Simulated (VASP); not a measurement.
# KCl (Pm-3m) in VASP: settings compared, part 2 of 2

VASP 6.6.1. The steps go on from the part before.

**3. Single point, PBE**

The input, INCAR:

```
SYSTEM = KCl
PREC = Accurate
ENCUT = 500
EDIFF = 1E-6
ISMEAR = 0
SIGMA = 0.1
LREAL = .False.
LASPH = .True.
NELM = 120
ALGO = Normal
ISIF = 2
LWAVE = .False.
LCHARG = .False.
GGA = PE
NBANDS = 15
GGA_COMPAT = .False.
```

The input, KPOINTS:

```
regular mesh
0
Gamma
  3 3 3
  0 0 0
```

The input, POSCAR:

```
KCl
1.0
    3.8391960000      0.0000000000      0.0000000000
    0.0000000000      3.8391960000      0.0000000000
    0.0000000000      0.0000000000      3.8391960000
K Cl
1 1
Direct
    0.1940000000      0.0410000000      0.7350000000
    0.6940000000      0.5410000000      1.2350000000
```

Potentials or basis: VASP PAW PBE potentials, release 64 (K_sv, Cl).

The run is started by

```
$ cat potpaw_PBE.64/K_sv/POTCAR potpaw_PBE.64/Cl/POTCAR > POTCAR
$ mpirun -np 1 vasp_std > vasp.out
```

OUTCAR:

```text
SYSTEM = KCl
   PREC = Accurate
   ENCUT = 500
   EDIFF = 1E-6
   ISMEAR = 0
   LREAL = .False.
   LASPH = .True.
   NELM = 120
   ISIF = 2
   GGA = PE

 ion  position               nearest neighbor table
   1  0.194  0.041  0.735-
   2  0.694  0.541  0.235-

  LATTYP: Found a simple cubic cell.
 ALAT       =     3.8391960000

  Lattice vectors:

 A1 = (   3.8391960000,   0.0000000000,   0.0000000000)
 A2 = (   0.0000000000,   3.8391960000,   0.0000000000)
 A3 = (   0.0000000000,   0.0000000000,   3.8391960000)

Analysis of symmetry for initial positions (statically):
=====================================================================
 Subroutine PRICEL returns:
 Original cell was already a primitive cell.

 Routine SETGRP: Setting up the symmetry group for a
 simple cubic supercell.

 Subroutine GETGRP returns: Found 48 space group operations
 (whereof  1 operations were pure point group operations)
 out of a pool of 48 trial point group operations.

The static configuration has the point symmetry C_1 .
 The point group associated with its full space group is O_h .

Analysis of symmetry for dynamics (positions and initial velocities):
=====================================================================
 Subroutine PRICEL returns:
 Original cell was already a primitive cell.

 Routine SETGRP: Setting up the symmetry group for a
 simple cubic supercell.

 Subroutine GETGRP returns: Found 48 space group operations
 (whereof  1 operations were pure point group operations)
 out of a pool of 48 trial point group operations.

The dynamic configuration has the point symmetry C_1 .
 The point group associated with its full space group is O_h .

 Subroutine INISYM returns: Found 48 space group operations
 (whereof  1 operations are pure point group operations),
 and found     1 'primitive' translations

[... 101 lines left out ...]
   IVDW    =     0    specifies the selected vdW correction
   LEPSILON=     F    determine dielectric tensor
   LRPA    =     F    only Hartree local field effects (RPA)
 non-spin polarized calculation
 Gauss-broadening in eV      SIGMA  =   0.10
  energy-cutoff  :      500.00
  volume of cell :       56.59
 maximum number of plane-waves:      1436
 NGX is ok and might be reduce to    28
   NGX = 13   NGY = 13   NGZ = 13

 number of electron      16.0000002 magnetization

 Free energy of the ion-electron system (eV)
  ---------------------------------------------------
  ext. energy  EPLUGINS =         0.00000000
  ---------------------------------------------------
  free energy    TOTEN  =        -6.63835735 eV

  energy without entropy =       -6.63835735  energy(sigma->0) =       -6.63835735

 E-fermi :  -0.4031     XC(G=0):  -8.0669

 val. band max:       -0.9098941903   @ k =   0.3333   0.3333   0.0000
 cond. band min:       3.9691702623   @ k =   0.0000   0.0000   0.0000
 fundamental gap:      4.8790644527
 Fermi energy:        -0.4030766218

 k-point     1 :       0.0000    0.0000    0.0000
  band No.  band energies     occupation
      1     -28.9028      2.00000
      2     -13.3800      2.00000
      3     -12.2888      2.00000
      4     -12.2888      2.00000
      5     -12.2888      2.00000
      6      -1.0190      2.00000
      7      -1.0190      2.00000
      8      -1.0190      2.00000
      9       3.9692      0.00000
     10       5.7387      0.00000
     11       5.7387      0.00000
     12       9.8033      0.00000
     13       9.8033      0.00000
     14       9.8033      0.00000
[... 41 lines left out ...]
      2     -13.1578      2.00000
      3     -12.4194      2.00000
      4     -12.4194      2.00000
      5     -12.3464      2.00000
      6      -1.8627      2.00000
      7      -1.8627      2.00000
      8      -1.8200      2.00000
      9       7.1845      0.00000
     10       7.7194      0.00000
     11       7.7194      0.00000
     12       8.1096      0.00000
     13       8.9346      0.00000
     14       8.9346      0.00000
     15      12.0251      0.00000

------------------------ aborting loop because EDIFF is reached ----------------------------------------

  FORCE on cell =-STRESS in cart. coord.  units (eV):
  Direction    XX          YY          ZZ          XY          YZ          ZX
  --------------------------------------------------------------------------------------
  -------------------------------------------------------------------------------------
  Total        0.0269892      0.0269892      0.0269892     -0.0000000      0.0000000     -0.0000000
  in kB        0.7641519      0.7641519      0.7641519     -0.0000000      0.0000000     -0.0000000
  external PRESSURE =       0.7641519 kB  Pullay stress =       0.0000000 kB

 VOLUME and BASIS-vectors are now :
 -----------------------------------------------------------------------------
  energy-cutoff  :      500.00
  volume of cell :       56.59
      direct lattice vectors                 reciprocal lattice vectors
     3.839196000  0.000000000  0.000000000     0.260471203  0.000000000  0.000000000
     0.000000000  3.839196000  0.000000000     0.000000000  0.260471203  0.000000000
     0.000000000  0.000000000  3.839196000     0.000000000  0.000000000  0.260471203

 POSITION                                       TOTAL-FORCE (eV/Angst)
 -----------------------------------------------------------------------------------
      0.74480      0.15741      2.82181         0.000000      0.000000      0.000000
      2.66440      2.07701      0.90221         0.000000      0.000000      0.000000
 -----------------------------------------------------------------------------------
    total drift:                               -0.000023      0.000030      0.000025

  FREE ENERGIE OF THE ION-ELECTRON SYSTEM (eV)
  ---------------------------------------------------
  free  energy   TOTEN  =        -6.6383573456 eV

  energy  without entropy=       -6.6383573456  energy(sigma->0) =       -6.63835735
```

stdout:

```text
POSCAR found type information on POSCAR K Cl
 POSCAR found :  2 types and       2 ions
 scaLAPACK will be used
 LDA part: xc-table for (Slater+PW92), standard interpolation
 POSCAR, INCAR and KPOINTS ok, starting setup
 FFT: planning ... GRIDC
 FFT: planning ... GRID_SOFT
 FFT: planning ... GRID
 WAVECAR not read
 entering main loop
```

Run time: 5.9 s. Hardware: 1 thread of Intel Xeon Platinum 8259CL at 2.50GHz (Skylake/Cascade Lake), shared host; peak memory 0.15 GiB.

What came out:

```yaml
Free_energy: -6.6384 eV
Pressure: 0.1 GPa
Band_gap_on_the_k_mesh: 4.88 eV, indirect (least direct gap 4.99 eV)
```

Caveat: the k points lie up to 0.55 Å⁻¹ apart.

**4. Single point, PBE**

The input, INCAR:

```
PREC     = Accurate       # precision mode
ENCUT    = 500            # plane-wave cutoff, eV
EDIFF    = 1E-6           # SCF threshold, eV
ISMEAR   = 0              # smearing method
SIGMA    = 0.1            # smearing width, eV
LREAL    = False          # projectors in reciprocal space
LASPH    = True           # aspherical terms in the spheres
NELM     = 120            # most SCF steps
ALGO     = Normal         # electronic algorithm
ISIF     = 2              # what is computed and relaxed
LWAVE    = False          # write WAVECAR
LCHARG   = False          # write CHGCAR
GGA      = PE             # functional
NBANDS   = 15             # bands
GGA_COMPAT= False
```

The input, KPOINTS:

```
Automatic mesh
0
Gamma
  2 2 2
```

The input, POSCAR:

```
KCl
1.0
    3.8391960000      0.0000000000      0.0000000000
    0.0000000000      3.8391960000      0.0000000000
    0.0000000000      0.0000000000      3.8391960000
K Cl
1 1
Direct
    0.0000000000      0.0000000000      0.0000000000
    0.5000000000      0.5000000000      0.5000000000
```

The run is started by

```
$ cat potpaw_PBE.64/K_sv/POTCAR potpaw_PBE.64/Cl/POTCAR > POTCAR
$ mpirun -np 1 vasp_std > vasp.out
```

Run time: 5.2 s. Hardware: 1 thread of Intel Xeon Platinum 8259CL at 2.50GHz (Skylake/Cascade Lake), shared host; peak memory 0.15 GiB.

It converged, with:

```yaml
Free_energy: -6.4506 eV
Pressure: 1.2 GPa
Band_gap_on_the_k_mesh: 4.70 eV, indirect (least direct gap 4.91 eV)
```

Levels at points of the mesh, in eV from the valence-band top:
| k point | band 6 | band 7 | band 8 | band 9 | band 10 | band 11 |
| --- | --- | --- | --- | --- | --- | --- |
| (0.00, 0.00, 0.00) | -0.21 | -0.21 | -0.21 | 4.70 | 6.45 | 6.45 |
| (0.50, 0.00, 0.00) | -1.78 | -0.22 | -0.22 | 7.62 | 7.76 | 8.15 |
| (0.50, 0.50, 0.00) | -1.21 | -1.21 | 0.00 | 6.06 | 7.17 | 8.80 |
| (0.50, 0.50, 0.50) | -1.33 | -1.33 | -1.33 | 8.70 | 8.70 | 8.70 |

Caveat: the k points lie up to 0.82 Å⁻¹ apart.

**5. Single point, revPBE**

This run uses another cell than the first one, of 32.25 Å³/atom, 1.140 times its volume.

The input, INCAR:

```
PREC     = Accurate       # precision mode
ENCUT    = 500            # plane-wave cutoff, eV
EDIFF    = 1E-6           # SCF threshold, eV
ISMEAR   = 0              # smearing method
SIGMA    = 0.1            # smearing width, eV
LREAL    = F              # projectors in reciprocal space
LASPH    = T              # aspherical terms in the spheres
NELM     = 120            # most SCF steps
ALGO     = Normal         # electronic algorithm
ISIF     = 2              # what is computed and relaxed
LWAVE    = F              # write WAVECAR
LCHARG   = F              # write CHGCAR
GGA      = RE             # functional
NBANDS   = 15             # bands
ISYM     = 0            
GGA_COMPAT= F
```

The input, KPOINTS:

```
regular mesh
0
Gamma
  2 2 2
```

The input, POSCAR:

```
KCl
1.0
    4.0105927853      0.0000000000      0.0000000000
    0.0000000000      4.0105927853      0.0000000000
    0.0000000000      0.0000000000      4.0105927853
K Cl
1 1
Direct
    0.0000000000      0.0000000000      0.0000000000
    0.5000000000      0.5000000000      0.5000000000
```

The run is started by

```
$ cat potpaw_PBE.64/K_sv/POTCAR potpaw_PBE.64/Cl/POTCAR > POTCAR
$ mpirun -np 1 vasp_std > vasp.out
```

It took 13 s on 1 thread of Intel Xeon Platinum 8259CL at 2.50GHz (Skylake/Cascade Lake), shared host; peak memory 0.16 GiB.

The run converged. Its results:

* Free energy: -6.1604 eV
* Pressure: 0.2 GPa
* Band gap on the k mesh: 4.53 eV, indirect (least direct gap 4.70 eV)

Levels at points of the mesh, in eV from the valence-band top:
| k point | band 5 | band 6 | band 7 | band 8 | band 9 | band 10 | band 11 | band 12 |
| --- | --- | --- | --- | --- | --- | --- | --- | --- |
| (0.00, 0.00, 0.00) | -11.97 | -0.17 | -0.17 | -0.17 | 4.53 | 6.73 | 6.73 | 10.17 |
| (0.50, 0.00, 0.00) | -11.72 | -1.40 | -0.16 | -0.16 | 7.30 | 7.68 | 7.85 | 9.96 |
| (0.00, 0.50, 0.00) | -11.72 | -1.40 | -0.16 | -0.16 | 7.30 | 7.68 | 7.85 | 9.96 |
| (0.00, 0.00, 0.50) | -11.72 | -1.40 | -0.16 | -0.16 | 7.30 | 7.68 | 7.85 | 9.96 |
| (0.50, 0.50, 0.00) | -11.94 | -0.98 | -0.98 | 0.00 | 6.20 | 7.18 | 8.76 | 8.76 |
| (0.00, 0.50, 0.50) | -11.94 | -0.98 | -0.98 | 0.00 | 6.20 | 7.18 | 8.76 | 8.76 |
| (0.50, 0.00, 0.50) | -11.94 | -0.98 | -0.98 | 0.00 | 6.20 | 7.18 | 8.76 | 8.76 |
| (0.50, 0.50, 0.50) | -12.05 | -1.02 | -1.02 | -1.02 | 8.56 | 8.56 | 8.56 | 9.34 |

Caveat: the k points lie up to 0.78 Å⁻¹ apart; the PAW data sets were made with another functional, which shifts forces and pressure a little. revPBE gaps usually lie below the measured ones, often by a third to a half.

**6. Overview**

```tsv
level	cell	k mesh	gap on the mesh (eV)	pressure (GPa)
PBE	a = 3.839 Å, 2 atoms	2 × 2 × 2	4.70	1.2
PBE	a = 3.839 Å, 2 atoms	3 × 3 × 3	4.88	0.1
revPBE	a = 4.011 Å, 2 atoms	2 × 2 × 2	4.53	0.2
```

Alike in all rows: task single point; potentials or basis VASP PAW PBE potentials, release 64 (K_sv, Cl); no spin polarisation; cutoff (eV) 500; smearing gaussian 0.1 eV.

Caveats: all runs use coarse meshes; the PAW data sets were made with another functional, which shifts forces and pressure a little (some runs).

Total energies depend on the potentials used, so only differences within one code and one set of settings carry meaning.
